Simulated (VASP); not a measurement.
A run of VASP 6.6.1:

POSCAR

```
Al
1.0
    0.0000000000      1.9966927595      1.9966927595
    1.9966927595      0.0000000000      1.9966927595
    1.9966927595      1.9966927595      0.0000000000
Al
1
Direct
    0.0000000000      0.0000000000      0.0000000000
```

The input INCAR.step1:

```
SYSTEM = Al
ALGO = Normal
EDIFF = 1E-4
ENCUT = 520
GGA = PE
ISMEAR = 0
LASPH = .True.
LCHARG = .False.
LREAL = .False.
LWAVE = .True.
NBANDS = 8
NELM = 80
PREC = Accurate
SIGMA = 0.01
```

The input INCAR.step2:

```
SYSTEM = Al
ALGO = Normal
EDIFF = 1E-7
ENCUT = 520
ISIF = 2
ISMEAR = 0
ISTART = 1
LASPH = .True.
LCHARG = .False.
LMIXTAU = .True.
LREAL = .False.
LWAVE = .False.
METAGGA = R2SCAN
NBANDS = 8
NELM = 80
PREC = Accurate
SIGMA = 0.01
```

Contents of KPOINTS:

```
k-points
0
Gamma
  14 14 14
  0 0 0
```

Potentials or basis: VASP PAW PBE potentials, release 64 (Al).

The run is started by

```bash
$ cat potpaw_PBE.64/Al/POTCAR > POTCAR
$ cp INCAR.step1 INCAR
$ mpirun -np 1 vasp_std > vasp.out
$ cp INCAR.step2 INCAR
$ mpirun -np 1 vasp_std > vasp.out
```

Hardware: 1 thread of Intel(R) Xeon(R) Platinum 8488C (Sapphire Rapids), on a shared host.

Question: Estimate the wall time of this run.

Answer: It took 27 s on 1 thread of Intel(R) Xeon(R) Platinum 8488C (Sapphire Rapids) (shared host), peak memory 0.13 GiB. Counts: k points 104.
